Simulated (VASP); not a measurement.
# GePt3 in VASP: single point with PBE

Aim: the single point of GePt3 with PBE.

Program: VASP 6.6.1. These are calculated values, not measurements. Logs are shortened: lines on timing, memory, paths and dates and some standing lists are left out, and cuts for length are marked.

### Step 1. The cell of the first run

The cell holds an amorphous packing of atoms, 16 atoms: a = 5.899 Å, b = 8.338 Å, c = 5.632 Å, α = 95.80°, β = 108.50°, γ = 94.99°.

### Step 2. Single point, PBE

INCAR reads:

```
ALGO = Normal
EDIFF = 1E-7
ENCUT = 520
GGA = PE
ISIF = 2
ISMEAR = 0
ISYM = 0
LASPH = True
LCHARG = True
LELF = True
LREAL = Auto
LVHAR = True
LWAVE = False
NBANDS = 102
NELM = 60
PREC = Accurate
SIGMA = 0.1
```

KPOINTS reads:

```
Automatic mesh
0
Gamma
  2 2 2
  0.5 0.5 0.5
```

POSCAR reads:

```
GePt3
1.0
    5.8145607209     -0.3525143603     -0.9314690776
   -0.2789005439      8.3279412307     -0.2969447932
   -0.9505645583     -0.4043221783      5.5369230340
Ge Pt
4 12
Direct
    0.3424553572      0.7529558938      0.1159766548
    0.8341575842      0.3800941078      0.3257769303
    0.8832342357      0.1181533041     -0.1115027566
    0.7659002236      0.7212513130      0.9069181143
    0.1319675193      0.2256709596      0.6434658259
    0.1871882638      0.3450358529      0.1789586369
    0.5598433079      0.5832603023      0.4586695884
    0.7561767728      0.8894162673      0.2886833539
    0.0753020549      0.6569597117      0.3492015917
    0.1829934082      1.0199319796      0.2592646972
    0.1042477152      0.8903017953      0.7539350726
    0.0376901858      0.5406291979      0.7953724386
    0.5338925735      0.1375547017      0.0563361677
    0.5894052514      0.2542833606      0.5677508975
    0.5220249008      0.4684046797      0.9376242434
    0.5284278669      0.9127726405      0.6532566642
```

Potentials or basis: VASP PAW PBE potentials, release 64 (Ge_d, Pt).

Launch:

```console
cat potpaw_PBE.64/Ge_d/POTCAR potpaw_PBE.64/Pt/POTCAR > POTCAR
mpirun -np 1 vasp_std > vasp.out
```

OUTCAR:

```text
EDIFF = 1E-7
   ENCUT = 520
   GGA = PE
   ISIF = 2
   ISMEAR = 0
   ISYM = 0
   LASPH = True
   LREAL = Auto
   NELM = 60
   PREC = Accurate

 ion  position               nearest neighbor table
   1  0.342  0.753  0.116-   8 2.45   9 2.48  12 2.52  11 2.53   7 2.58  10 2.64  15 2.90  16 2.99

   2  0.834  0.380  0.326-   6 2.50  14 2.51  13 2.57   9 2.57  15 2.59   5 2.61   7 2.65  12 2.69

   3  0.883  0.118  0.888-   5 2.48  16 2.50  14 2.52   6 2.53  10 2.53  13 2.54  11 2.58
   4  0.766  0.721  0.907-   8 2.46  12 2.47  16 2.48  15 2.50   7 2.53   9 2.72  11 2.75
   5  0.132  0.226  0.643-   3 2.48   2 2.61  10 2.73  12 2.84  14 2.86  15 2.87  11 2.93  13 2.95
                             6 2.98   6 2.99  14 3.13   8 3.43
   6  0.187  0.345  0.179-   2 2.50   3 2.53   7 2.77  10 2.79  12 2.80   9 2.88  14 2.89  15 2.91
                             5 2.98  13 2.99   5 2.99
   7  0.560  0.583  0.459-   4 2.53   1 2.58   2 2.65   6 2.77   9 2.86  14 2.88  16 2.90  15 2.93
                            12 2.93  15 3.02   8 3.08   9 3.31
   8  0.756  0.889  0.289-   1 2.45   4 2.46  10 2.72  13 2.76  11 2.77  16 2.79   9 2.79   7 3.08
                             5 3.43  16 3.43
   9  0.075  0.657  0.349-   1 2.48   2 2.57   4 2.72   8 2.79  11 2.79  12 2.85   7 2.86   6 2.88
                            12 3.10  16 3.16  10 3.16   7 3.31  15 3.47
  10  0.183  0.020  0.259-   3 2.53   1 2.64   8 2.72   5 2.73  16 2.78   6 2.79  13 2.82  11 2.82
                            14 2.91   9 3.16  11 3.24
  11  0.104  0.890  0.754-   1 2.53   3 2.58  16 2.73   4 2.75   8 2.77   9 2.79  10 2.82   5 2.93
                            12 2.95  13 3.04  10 3.24  16 3.29
  12  0.038  0.541  0.795-   4 2.47   1 2.52   2 2.69   6 2.80   5 2.84  15 2.85   9 2.85   7 2.93
                            11 2.95   9 3.10  14 3.24  15 3.40
  13  0.534  0.138  0.056-   3 2.54   2 2.57   8 2.76  16 2.78  10 2.82  14 2.85  15 2.90   5 2.95
                             6 2.99  11 3.04  14 3.11
  14  0.589  0.254  0.568-   2 2.51   3 2.52  15 2.75  13 2.85   5 2.86   7 2.88   6 2.89  10 2.91
                            16 2.95  13 3.11   5 3.13  12 3.24
  15  0.522  0.468  0.938-   4 2.50   2 2.59  14 2.75  12 2.85   5 2.87   1 2.90  13 2.90   6 2.91
                             7 2.93   7 3.02  12 3.40   9 3.47
  16  0.528  0.913  0.653-   4 2.48   3 2.50  11 2.73  10 2.78  13 2.78   8 2.79   7 2.90  14 2.95
                             1 2.99   9 3.16  11 3.29   8 3.43

IMPORTANT INFORMATION: All symmetrisations will be switched off!
NOSYMM: (Re-)initialisation of all symmetry stuff for point group C_1.

----------------------------------------------------------------------------------------

                                     Primitive cell

  volume of cell :     259.2954

  direct lattice vectors                    reciprocal lattice vectors
     5.814560721 -0.352514360 -0.931469078     0.177369520  0.007044150  0.030964723
    -0.278900544  8.327941231 -0.296944793     0.008979944  0.120747798  0.010359008
    -0.950564558 -0.404322178  5.536923034     0.030320228  0.007660724  0.186370432

  length of vectors
     5.899238713  8.337899428  5.632456488     0.180189847  0.121523574  0.188976032

  position of ions in fractional coordinates (direct lattice)
     0.342455357  0.752955894  0.115976655
     0.834157584  0.380094108  0.325776930
     0.883234236  0.118153304  0.888497243
     0.765900224  0.721251313  0.906918114
     0.131967519  0.225670960  0.643465826
     0.187188264  0.345035853  0.178958637
[... 8 lines left out ...]
     0.522024901  0.468404680  0.937624243
     0.528427867  0.912772641  0.653256664

  ion indices of the primitive-cell ions
   primitive index   ion index
                 1           1
                 2           2
                 3           3
                 4           4
                 5           5
                 6           6
[... 8 lines left out ...]
                15          15
                16          16

----------------------------------------------------------------------------------------

 KPOINTS: Automatic mesh

Automatic generation of k-mesh.
 Grid dimensions read from file:
 generate k-points for:    2    2    2

 Generating k-lattice:

  Cartesian coordinates                     Fractional coordinates (reciprocal lattice)
     0.088684760  0.003522075  0.015482361     0.500000000 -0.000000000  0.000000000
     0.004489972  0.060373899  0.005179504     0.000000000  0.500000000  0.000000000
     0.015160114  0.003830362  0.093185216    -0.000000000  0.000000000  0.500000000

  Length of vectors
     0.090094923  0.060761787  0.094488016

  Shift w.r.t. Gamma in fractional coordinates (k-lattice)
     0.500000000  0.500000000  0.500000000

 Subroutine IBZKPT returns following result:
 ===========================================

 Found      4 irreducible k-points:

 Following reciprocal coordinates:
            Coordinates               Weight
  0.250000  0.250000  0.250000      2.000000
 -0.250000  0.250000  0.250000      2.000000
  0.250000 -0.250000  0.250000      2.000000
 -0.250000 -0.250000  0.250000      2.000000
   k-points           NKPTS =      4   k-points in BZ     NKDIM =      4   number of bands    NBANDS=    102
   number of dos      NEDOS =    301   number of ions     NIONS =     16
   total plane-waves  NPLWV = 129024
   dimension x,y,z NGX =    48 NGY =   64 NGZ =   42
   dimension x,y,z NGXF=    96 NGYF=  128 NGZF=   84
   ions per type =               4  12
   NGX,Y,Z   is equivalent  to a cutoff of  13.53, 12.76, 12.40 a.u.
   NGXF,Y,Z  is equivalent  to a cutoff of  27.05, 25.52, 24.79 a.u.
 SYSTEM =  unknown system
   PREC   = accura    normal or accurate (medium, high low for compatibility)
   ISTART =      0    job   : 0-new  1-cont  2-samecut
   ICHARG =      2    charge: 1-file 2-atom 10-const
   ISPIN  =      1    spin polarized calculation?
   LNONCOLLINEAR =      F non collinear calculations
   LSORBIT =      F    spin-orbit coupling
   LASPH  =      T    aspherical Exc in radial PAW
   ENCUT  =  520.0 eV  38.22 Ry    6.18 a.u.  10.97 15.50 10.47*2*pi/ulx,y,z
   NELM   =     60;   NELMIN=  2; NELMDL= -5     # of ELM steps
   EDIFF  = 0.1E-06   stopping-criterion for ELM
   LREAL  =      T    real-space projection
   EDIFFG = 0.1E-05   stopping-criterion for IOM
   NSW    =      0    number of steps for IOM
   IBRION =     -1    ionic relax: 0-MD 1-quasi-New 2-CG
   NFREE  =      0    steps in history (QN), initial steepest desc. (CG)
   ISIF   =      2    stress and relaxation
   ISYM   =      0    0-nonsym 1-usesym 2-fastsym
   POTIM  = 0.5000    time-step for ionic-motion
   TEBEG  =    0.0;   TEEND  =   0.0 temperature during run
   PSTRESS=    0.0 pullay stress
   NELECT =     176.0000    total number of electrons
   NUPDOWN=      -1.0000    fix difference up-down
   EMIN   =  10.00;   EMAX   =-10.00  energy-range for DOS
   EFERMI =   0.00;   METHOD = LEGACY
   ISMEAR =     0;   SIGMA  =   0.10  broadening in eV -4-tet -1-fermi 0-gaus
   EFERMI_NEDOS =   21; number of points for ismear=-14 and -15
   IALGO  =     38    algorithm
   IMIX   =      4    mixing-type and parameters
     AMIX     =   0.40;   BMIX     =  1.00
     AMIX_MAG =   1.60;   BMIX_MAG =  1.00
  volume/ion in A,a.u.               =      16.21       109.36
  Fermi-wavevector in a.u.,A,eV,Ry     =   1.438735  2.718815 28.163487  2.069958
  Thomas-Fermi vector in A             =   2.557669
   LORBIT       =      0    0 simple, 1 ext, 2 COOP (PROOUT), +10 PAW based schemes
   GGA     = PE    functional components
   LHFCALC =     F    Hartree Fock is set to
   AEXX    =    0.0000 exact exchange contribution
   IVDW    =     0    specifies the selected vdW correction
   LEPSILON=     F    determine dielectric tensor
   LRPA    =     F    only Hartree local field effects (RPA)
 non-spin polarized calculation
 Gauss-broadening in eV      SIGMA  =   0.10
  energy-cutoff  :      520.00
  volume of cell :      259.30
 maximum number of plane-waves:      6997
 NGX is ok and might be reduce to    48
   NGX = 21   NGY = 31   NGZ = 21

 number of electron     176.0000013 magnetization

 Free energy of the ion-electron system (eV)
  ---------------------------------------------------
  ext. energy  EPLUGINS =         0.00000000
  ---------------------------------------------------
  free energy    TOTEN  =       -94.74239972 eV

  energy without entropy =      -94.71647021  energy(sigma->0) =      -94.72943497

 E-fermi :   9.5325     XC(G=0): -12.7370

 val. band max:        9.4477300259   @ k =   0.2500   0.2500   0.2500
 cond. band min:       9.5909415451   @ k =  -0.2500   0.2500   0.2500
 fundamental gap:      0.1432115192
 Fermi energy:         9.5324767627

 k-point     1 :       0.2500    0.2500    0.2500
  band No.  band energies     occupation
      1     -15.4287      2.00000
      2     -15.4195      2.00000
      3     -15.4077      2.00000
      4     -15.4003      2.00000
      5     -15.3921      2.00000
      6     -15.3823      2.00000
[... 92 lines left out ...]
     99      12.9963      0.00000
    100      13.2864      0.00000

 k-point     2 :      -0.2500    0.2500    0.2500
  band No.  band energies     occupation
      1     -15.4286      2.00000
      2     -15.4195      2.00000
      3     -15.4078      2.00000
      4     -15.4002      2.00000
      5     -15.3927      2.00000
      6     -15.3820      2.00000
[... 92 lines left out ...]
     99      12.9507      0.00000
    100      13.6025      0.00000

 k-point     3 :       0.2500   -0.2500    0.2500
  band No.  band energies     occupation
      1     -15.4287      2.00000
      2     -15.4195      2.00000
      3     -15.4077      2.00000
      4     -15.4003      2.00000
      5     -15.3920      2.00000
      6     -15.3823      2.00000
[... 92 lines left out ...]
     99      12.7531      0.00000
    100      13.0459      0.00000

 k-point     4 :      -0.2500   -0.2500    0.2500
  band No.  band energies     occupation
      1     -15.4286      2.00000
      2     -15.4195      2.00000
      3     -15.4078      2.00000
      4     -15.4002      2.00000
      5     -15.3927      2.00000
      6     -15.3821      2.00000
[... 92 lines left out ...]
     99      13.0444      0.00000
    100      13.4879      0.00000
 [bands above 100 left out]

------------------------ aborting loop because EDIFF is reached ----------------------------------------

  FORCE on cell =-STRESS in cart. coord.  units (eV):
  Direction    XX          YY          ZZ          XY          YZ          ZX
  --------------------------------------------------------------------------------------
  -------------------------------------------------------------------------------------
  Total        0.0851312     -0.2767844      0.0269001     -0.0096479      0.0159271     -0.0129204
  in kB        0.5260226     -1.7102410      0.1662149     -0.0596138      0.0984130     -0.0798344
  external PRESSURE =      -0.3393345 kB  Pullay stress =       0.0000000 kB

 VOLUME and BASIS-vectors are now :
 -----------------------------------------------------------------------------
  energy-cutoff  :      520.00
  volume of cell :      259.30
      direct lattice vectors                 reciprocal lattice vectors
     5.814560721 -0.352514360 -0.931469078     0.177369520  0.007044150  0.030964723
    -0.278900544  8.327941231 -0.296944793     0.008979944  0.120747798  0.010359008
    -0.950564558 -0.404322178  5.536923034     0.030320228  0.007660724  0.186370432

 POSITION                                       TOTAL-FORCE (eV/Angst)
 -----------------------------------------------------------------------------------
      1.67098      6.10296      0.09958         0.013238      0.025650      0.004069
      4.43458      2.73963      0.91394        -0.001525     -0.000263      0.002101
      4.25809      0.31338      4.06175        -0.008307     -0.007242      0.000362
      3.39013      5.36986      4.09395         0.005040      0.001658      0.014720
      0.09274      1.57269      3.37289         0.042757      0.006609     -0.002795
      0.82208      2.73509      0.71406         0.017842      0.015215      0.005102
[... 8 lines left out ...]
      2.01343      3.33772      4.56621        -0.014316     -0.016558     -0.018695
      2.19704      7.15111      2.85377        -0.020249     -0.009580     -0.009426
 -----------------------------------------------------------------------------------
    total drift:                                0.003174     -0.005061      0.007493

  FREE ENERGIE OF THE ION-ELECTRON SYSTEM (eV)
  ---------------------------------------------------
  free  energy   TOTEN  =       -94.7423997235 eV

  energy  without entropy=      -94.7164702142  energy(sigma->0) =      -94.72943497
```

Wall time 6.6 min (1 thread of Intel Xeon Platinum 8175M at 2.50GHz (Skylake/Cascade Lake), shared host); peak memory 0.37 GiB.

What came out:

| Property | Result |
| --- | --- |
| Free energy | -94.7424 eV |
| Pressure | 0.0 GPa |
| Largest force | 0.043 eV/Å |
| Band gap on the k mesh | zero (band 88 reaches 9.74 eV, above the bottom of band 89 at 9.45 eV) |

Forces on the atoms (eV/Å):
```
Ge   0.013  0.026  0.004
Ge  -0.002  0.000  0.002
Ge  -0.008 -0.007  0.000
Ge   0.005  0.002  0.015
Pt   0.043  0.007 -0.003
Pt   0.018  0.015  0.005
Pt  -0.013 -0.004 -0.017
Pt   0.005  0.029  0.009
Pt  -0.024 -0.011  0.017
Pt   0.020 -0.006  0.008
Pt  -0.010 -0.011 -0.024
Pt   0.021 -0.028  0.002
Pt  -0.020  0.000  0.009
Pt  -0.014  0.017  0.001
Pt  -0.014 -0.017 -0.019
Pt  -0.020 -0.010 -0.009
```

Stress tensor (GPa, compression positive):
```
 0.05 -0.01 -0.01
-0.01 -0.17  0.01
-0.01  0.01  0.02
```

Caveat: the k points lie up to 0.59 Å⁻¹ apart; spin-orbit coupling is left out, which moves the levels of the heavy elements.
